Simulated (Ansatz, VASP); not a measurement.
**Be4Se3: VASP beside Ansatz**

```
Be Se
1.0
     7.34976    0.00000    0.00000
    -3.67488    6.36508    0.00000
     0.00000    0.00000    4.69150
Be Se
4 3
Cartesian
  1.2641 3.5136 2.3458
  3.6749 -0.6621 2.3458
  6.0857 3.5136 2.3458
  3.6749 2.1217 2.3458
  -2.0107 5.4043 2.3458
  0.0000 1.9216 2.3458
  2.0107 5.4043 2.3458
```

Alike in both runs: functional PBE; k mesh 4 × 4 × 4; occupations gaussian, width 0.2 eV; no spin polarisation.

Ansatz relaxed the structure, and its values are those at the end. VASP's run is a single point on that final structure, the one shown.

|  | VASP | Ansatz |
| --- | --- | --- |
| version | VASP 6.6.1 | Ansatz 0.2.0 |
| potentials or method | VASP PAW PBE potentials, release 64 (Be, Se), cutoff 520 eV | scalar-relativistic, plane waves, PAW |
| valence electrons in the cell | 26 | 56 |

|  | VASP | Ansatz | Ansatz less VASP |
| --- | --- | --- | --- |
| gap on the k mesh at the Fermi level (eV) | 0.89 | 0.89 | -0.002 |
| least direct gap on the mesh (eV) | 0.91 | 0.91 | -0.002 |
| pressure (GPa) | 0.4 | 0.3 | -0.07 |
| rms of the force components (eV/Å) | 0.031 | 0.016 | -0.0147 |

With one functional, cell and mesh, what is left measures potentials, basis and numerics. VASP's potentials hold 26 valence electrons a cell and Ansatz's 56, so a difference there can come from the potentials and not from the codes.
